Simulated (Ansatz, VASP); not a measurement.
One calculation of Zn, two programs

```xyz
2
Lattice="2.6556 0.0000 0.0000 -1.3278 2.2998 0.0000 0.0000 0.0000 4.9625" Properties=species:S:1:pos:R:3 pbc="T T T"
Zn    0.0000    1.5332    1.2406
Zn    1.3278    0.7666    3.7218
```

Alike in both runs: task single point; functional PBE; k mesh 2 × 2 × 1; occupations fermi-dirac, width 0.1 eV; no spin polarisation.

|  | VASP | Ansatz |
| --- | --- | --- |
| version | VASP 6.6.1 | Ansatz 0.2.0 |
| potentials or method | VASP PAW PBE potentials, release 64 (Zn), cutoff 520 eV | plane waves (420 eV) with PAW, scalar-relativistic |
| valence electrons in the cell | 24 | 24 |

VASP gave:

- pressure (GPa): 4.9
- traceless stress, the component that is largest in VASP (GPa): -23.37

Q: Estimate Ansatz's values.

A: Pressure (GPa): 4.7; traceless stress, the component that is largest in VASP (GPa): -23.30.

The k mesh is coarse, so the values compare programs but aren't converged.
